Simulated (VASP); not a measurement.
Runs of VASP 6.6.1 on PbO. The structure is that of space group Fm-3m (No. 225), or close to it. The cells are those of the table. 

```csv
level,cell,smearing,gap on the mesh (eV),pressure (GPa)
PBE,"a = 3.654 Å, angles 60.6°, 2 atoms",fermi-dirac 0.02 eV,0.58,4.0
r2SCAN,"a = 3.724 Å, angles 57.7°, 2 atoms",gaussian 0.01 eV,0.13,(b)
r2SCAN,"a = 3.686, b = 3.686, c = 3.692 Å, angles 59.9, 59.9, 59.9°, 2 atoms",gaussian 0.01 eV,0.31,0.1
PBE,"a = 3.686, b = 3.686, c = 3.692 Å, angles 59.9, 59.9, 59.9°, 2 atoms",fermi-dirac 0.02 eV,0.55,2.6
r2SCAN,"a = 3.654 Å, angles 60.6°, 2 atoms",fermi-dirac 0.02 eV,0.34,(a)
```

Alike in all rows: task single point; potentials or basis VASP PAW PBE potentials, release 64 (Pb_d, O); no spin polarisation; k mesh 8 × 8 × 8; cutoff (eV) 520.

**Question.** Fill in the values left out.

**Answer.** (a) 1.5; (b) 2.4.

Caveats: spin-orbit coupling is left out, which moves the levels of the heavy elements; the PAW data sets were made with another functional, which shifts forces and pressure a little (some runs).

A k mesh can miss the band edges, and the runs leave out spin-orbit coupling on Pb.
